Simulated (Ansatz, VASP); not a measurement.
Given: the input of a run of Ansatz 0.2.0 on PbSe.

Contents of input.yaml:

```yaml
crystal:
  lattice:
    - [0.0, 3.0401081059, 3.0401081059]
    - [3.0401081059, 0.0, 3.0401081059]
    - [3.0401081059, 3.0401081059, 0.0]
  atoms:
    - { symbol: Pb, position: [0.0, 0.0, 0.0] }
    - { symbol: Se, position: [0.5, 0.5, 0.5] }
hamiltonian:
  xc: pbe
  pseudopotentials: { kind: paw_fr }
magnetization:
  noncollinear: true
  spin_orbit: true
kpoints:
  mp_grid: { grid: [8, 8, 8] }
scf:
  occupations: { method: fermi_dirac, width: 0.05 }
output:
  forces: true
  stress: true
  eigenvalues: true
```

Potentials or basis: Ansatz PAW.

Command:

```sh
$ ansatz run input.yaml --threads 2 --pin off --max-ram 5120MiB --backend cpu --events-out ev --progress --plain --runs-dir out
```

Q: Translate it to VASP 6.6.1. Potentials there: VASP PAW PBE potentials, release 64 (Pb_d, Se).

A: As run (the cutoff follows the program's own potentials):

The input INCAR:

```
SYSTEM = PbSe
ALGO = Normal
EDIFF = 1E-6
ENCUT = 520
GGA = PE
GGA_COMPAT = .False.
ISIF = 2
ISMEAR = -1
LASPH = .True.
LCHARG = .False.
LORBIT = 11
LORBMOM = .True.
LREAL = .False.
LSORBIT = .True.
LWAVE = .False.
MAGMOM = 0 0 0 0 0 0
NBANDS = 32
NELM = 150
PREC = Accurate
SIGMA = 0.05
```

The input KPOINTS:

```
k-points
0
Gamma
  8 8 8
  0 0 0
```

Contents of POSCAR:

```
PbSe
1.0
    0.0000000000      3.0401081059      3.0401081059
    3.0401081059      0.0000000000      3.0401081059
    3.0401081059      3.0401081059      0.0000000000
Pb Se
1 1
Direct
    0.0000000000      0.0000000000      0.0000000000
    0.5000000000      0.5000000000      0.5000000000
```

Potentials or basis: VASP PAW PBE potentials, release 64 (Pb_d, Se).

Launch:

```console
$ cat potpaw_PBE.64/Pb_d/POTCAR potpaw_PBE.64/Se/POTCAR > POTCAR
$ mpirun -np 1 vasp_ncl > vasp.out
```

Both were run:

|  | VASP | Ansatz | Ansatz less VASP |
| --- | --- | --- | --- |
| pressure (GPa) | 3.3 | 3.1 | -0.12 |
| net moment per atom (μB) | 0.00 | 0.00 | 0.000 |

With one functional, cell and mesh, what is left measures potentials, basis and numerics. VASP's potentials hold 20 valence electrons a cell and Ansatz's 30, so a difference there can come from the potentials and not from the codes.
